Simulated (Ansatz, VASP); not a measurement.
# One calculation of MoSe, two programs

File INCAR:

```
SYSTEM = MoSe
PREC = Accurate
ENCUT = 520
EDIFF = 1E-7
ISMEAR = 0
SIGMA = 0.1
LREAL = .False.
LASPH = .True.
NELM = 150
ALGO = Normal
ISIF = 2
LWAVE = .False.
LCHARG = .False.
LMAXMIX = 4
LDAU = .True.
LDAUTYPE = 2
LDAUL = 2 -1
LDAUU = 4.38 0
LDAUJ = 0 0
LDAUPRINT = 1
GGA = PE
NBANDS = 17
```

File KPOINTS:

```
regular mesh
0
Gamma
  12 12 12
  0 0 0
```

File POSCAR:

```
MoSe
1.0
    3.3601034263      0.0000000000      0.0000000000
    0.0000000000      3.3601034263      0.0000000000
    0.0000000000      0.0000000000      3.3601034263
Mo Se
1 1
Direct
    0.0000000000      0.0000000000      0.0000000000
    0.5000000000      0.5000000000      0.5000000000
```

Input for Ansatz:

```yaml
crystal:
  lattice:
    - [3.3601034263, 0.0, 0.0]
    - [0.0, 3.3601034263, 0.0]
    - [0.0, 0.0, 3.3601034263]
  atoms:
    - { symbol: Mo, position: [0.0, 0.0, 0.0] }
    - { symbol: Se, position: [0.5, 0.5, 0.5] }
basis:
  ecutwfc: 420
kpoints:
  mp_grid: { grid: [12, 12, 12] }
hamiltonian:
  xc: pbe
  hubbard: { sites: [{ species: Mo, l: d, u_eff: 4.38 }] }
scf:
  occupations: { method: gaussian, width: 0.1 }
output:
  forces: true
  stress: true
  eigenvalues: true
  write_density: true
  write_potential: true
  elf: true
  volumetric_format: npy
```

Alike in both runs: task single point; functional PBE; k mesh 12 × 12 × 12; occupations gaussian, width 0.1 eV; no spin polarisation; Hubbard terms Mo d U = 4.38 eV.

```csv
,VASP,Ansatz
version,VASP 6.6.1,Ansatz 0.2.0
potentials or method,"VASP PAW PBE potentials, release 64 (Mo_sv, Se), cutoff 520 eV","scalar-relativistic, plane waves, PAW"
valence electrons in the cell,20,30
```

|  | VASP | Ansatz | Ansatz less VASP |
| --- | --- | --- | --- |
| pressure (GPa) | -18.2 | -2.5 | +15.65 |

The programs project onto different local orbitals, so the same U acts differently, and such runs can settle in different states. VASP's potentials hold 20 valence electrons a cell and Ansatz's 30, so a difference there can come from the potentials and not from the codes.
